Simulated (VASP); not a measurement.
Here is a VASP 6.6.1 calculation.

Contents of INCAR:

```
ALGO     = Normal         # electronic algorithm
EDIFF    = 1E-6           # SCF threshold, eV
ENCUT    = 600            # plane-wave cutoff, eV
GGA      = PS             # functional
GGA_COMPAT= F            
ISIF     = 2              # what is computed and relaxed
ISMEAR   = 0              # smearing method
LASPH    = T              # aspherical terms in the spheres
LCHARG   = T              # write CHGCAR
LELF     = T              # ELF
LREAL    = F              # projectors in reciprocal space
LVHAR    = T            
LWAVE    = F              # write WAVECAR
NBANDS   = 11             # bands
NELM     = 120            # most SCF steps
PREC     = Accurate       # precision mode
SIGMA    = 0.01           # smearing width, eV
```

File KPOINTS:

```
k-points
0
Gamma
  8 8 8
```

File POSCAR:

```
Be2C
1.0
    0.0000000000      2.1553768814      2.1661537659
    2.1553768814      0.0000000000      2.1661537659
    2.1553768814      2.1553768814      0.0000000000
Be C
2 1
Direct
    0.2500000000      0.2500000000      0.2500000000
    0.7500000000      0.7500000000      0.7500000000
    0.0000000000      0.0000000000      0.0000000000
```

Potentials or basis: VASP PAW PBE potentials, release 64 (Be, C).

The run is started by

```console
$ cat potpaw_PBE.64/Be/POTCAR potpaw_PBE.64/C/POTCAR > POTCAR
$ mpirun -np 1 vasp_std > vasp.out
```

(1) Estimate the pressure.

(2) Estimate the band gap on the k mesh.

## Answers

(1) -0.5 GPa.

(2) 1.03 eV, indirect (least direct gap 4.06 eV).

Caveat: the cell differs from its parent crystal (z stretched by +0.5 %, x and y held); the PAW data sets were made with another functional, which shifts forces and pressure a little.
